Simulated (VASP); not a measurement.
Set up this calculation in VASP 6.6.1, as the native input.

* Task: single point
* Functional: PBE
* Potentials or basis: VASP PAW PBE potentials, release 64 (Be, Te)
* Cutoff: 600 eV
* k mesh: 6 × 6 × 6
* Occupations: methfessel-paxton, width 0.2 eV
* Spin: no spin polarisation
* Dipole correction: no
* Further INCAR settings: ALGO = Normal; EDIFF = 1e-06; NBANDS = 11

The structure of BeTe lies in POSCAR:

```
BeTe
1.0
    0.0000000000      2.8286236224      2.8286236224
    2.8286236224      0.0000000000      2.8286236224
    2.8286236224      2.8286236224      0.0000000000
Be Te
1 1
Direct
    0.0000000000      0.0000000000      0.0000000000
    0.2500000000      0.2500000000      0.2500000000
```

The input as run:

INCAR

```
PREC = Accurate ; ENCUT = 600
EDIFF = 1E-6 ; ISMEAR = 1
SIGMA = 0.2 ; LREAL = False
LASPH = True ; NELM = 120
ALGO = Normal ; ISIF = 2
LWAVE = False ; LCHARG = False
GGA = PE ; NBANDS = 11
GGA_COMPAT = False
```

KPOINTS

```
Automatic mesh
0
Gamma
  6 6 6
```

Potentials or basis: VASP PAW PBE potentials, release 64 (Be, Te).

Run with:

```sh
$ cat potpaw_PBE.64/Be/POTCAR potpaw_PBE.64/Te/POTCAR > POTCAR
$ mpirun -np 1 vasp_std > vasp.out
```

Results of the run:

The pressure is 0.4 GPa. The band gap on the k mesh is 2.01 eV, indirect (least direct gap 3.62 eV).

Caveat: spin-orbit coupling is left out, which moves the levels of the heavy elements.

Run time: 7.1 s on 1 thread of AMD EPYC 9R45 96-Core Processor (Zen 5) (shared host), peak memory 0.15 GiB.
